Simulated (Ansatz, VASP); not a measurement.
## Two plane-wave programs on Sb

The input INCAR:

```
SYSTEM = Sb
PREC = Accurate
ENCUT = 520
EDIFF = 1E-7
ISMEAR = -1
SIGMA = 0.1
LREAL = .False.
LASPH = .True.
NELM = 100
ALGO = Normal
ISIF = 2
LWAVE = .False.
LCHARG = .False.
GGA = PE
NBANDS = 12
```

KPOINTS

```
Automatic mesh
0
Gamma
  3 3 3
  0 0 0
```

The input POSCAR:

```
Sb
1.0
    2.1879029667      1.2631863668      3.8431731385
   -2.1879029667      1.2631863668      3.8431731385
    0.0000000000     -2.5263727336      3.8431731385
Sb
2
Direct
    0.2326795448      0.2326795448      0.2326795448
    0.7673204552      0.7673204552      0.7673204552
```

Input for Ansatz:

```yaml
crystal:
  lattice:
    - [2.1879029667, 1.2631863668, 3.8431731385]
    - [-2.1879029667, 1.2631863668, 3.8431731385]
    - [0.0, -2.5263727336, 3.8431731385]
  atoms:
    - { symbol: Sb, position: [0.2326795448, 0.2326795448, 0.2326795448] }
    - { symbol: Sb, position: [0.7673204552, 0.7673204552, 0.7673204552] }
hamiltonian:
  xc: pbe
  pseudopotentials:
    kind: paw
    azcp:
      Sb: "pseudopotentials/Sb.paw.azcp"
basis:
  ecutwfc: 420
  fft_grid_basis: typed
kpoints:
  mp_grid: { grid: [3, 3, 3], shift: [0, 0, 0] }
magnetization:
  spin_polarized: false
scf:
  occupations: { method: fermi_dirac, width: 0.1 }
  lower_state_search: "off"
output:
  stress: true
```

Alike in both runs: task single point; functional PBE; k mesh 3 × 3 × 3; occupations fermi-dirac, width 0.1 eV; no spin polarisation.

|  | VASP | Ansatz |
| --- | --- | --- |
| version | VASP 6.6.1 | Ansatz 0.2.0 |
| potentials or method | VASP PAW PBE potentials, release 64 (Sb), cutoff 520 eV | plane waves (420 eV) with PAW, scalar-relativistic |
| valence electrons in the cell | 10 | 30 |

Ansatz gave:

| Property | Result |
| --- | --- |
| pressure (GPa) | 0.4 |
| traceless stress, the component that is largest in VASP (GPa) | -1.17 |

Which values does VASP return?

Pressure (GPa): 0.5; traceless stress, the component that is largest in VASP (GPa): -1.19.

VASP's potentials hold 10 valence electrons a cell and Ansatz's 30, so a difference there can come from the potentials and not from the codes.

The k mesh is coarse, so the values compare programs but aren't converged. Spin-orbit coupling is off throughout.
